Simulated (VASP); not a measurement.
Write the native input for VASP 6.6.1 that does the following.

```yaml
Task: single point
Functional: PBE
Potentials_or_basis: VASP PAW PBE potentials, release 64 (Ti_sv, Al)
Cutoff: 520 eV
k_mesh: 6 × 6 × 4
Occupations: gaussian, width 0.1 eV
Spin: no spin polarisation
Dipole_correction: no
Further_INCAR_settings: ALGO = Normal; EDIFF = 1e-06; NBANDS = 23
```

The structure of TiAl lies in POSCAR:

```
TiAl
1.0
    2.5158730040     -2.5165618595      0.0000000000
    2.5158730040      2.5165618595      0.0000000000
    0.0000000000      0.0000000000      7.0352953262
Ti Al
2 2
Direct
    0.0000000000      0.0000000000      0.3586515663
    0.0000000000      0.0000000000      0.6413484337
    0.5000000000      0.5000000000      0.0000000000
    0.0000000000      0.0000000000      0.0000000000
```

The cell was generated, and may not be a known phase.

One way to write it, as run:

INCAR

```
PREC = Accurate ; ENCUT = 520
EDIFF = 1E-6 ; ISMEAR = 0
SIGMA = 0.1 ; LREAL = F
LASPH = T ; NELM = 100
ALGO = Normal ; ISIF = 2
LWAVE = F ; LCHARG = F
GGA = PE ; NBANDS = 23
```

KPOINTS

```
regular mesh
0
Gamma
  6 6 4
```

Potentials or basis: VASP PAW PBE potentials, release 64 (Ti_sv, Al).

Launch:

```console
$ cat potpaw_PBE.64/Ti_sv/POTCAR potpaw_PBE.64/Al/POTCAR > POTCAR
$ mpirun -np 1 vasp_std > vasp.out
```

It gave:

| Property | Result |
| --- | --- |
| Pressure | 0.5 GPa |
| Largest force | 0.496 eV/Å |
| Band gap on the k mesh | zero (bands 15 and 16 overlap by 1.50 eV) |

Caveat: atoms lie so close that the PAW spheres overlap strongly, which falsifies energies and pressures.

Wall time 60 s on 1 thread of Intel Xeon 8259CL, on a shared host, peak memory 0.23 GiB.
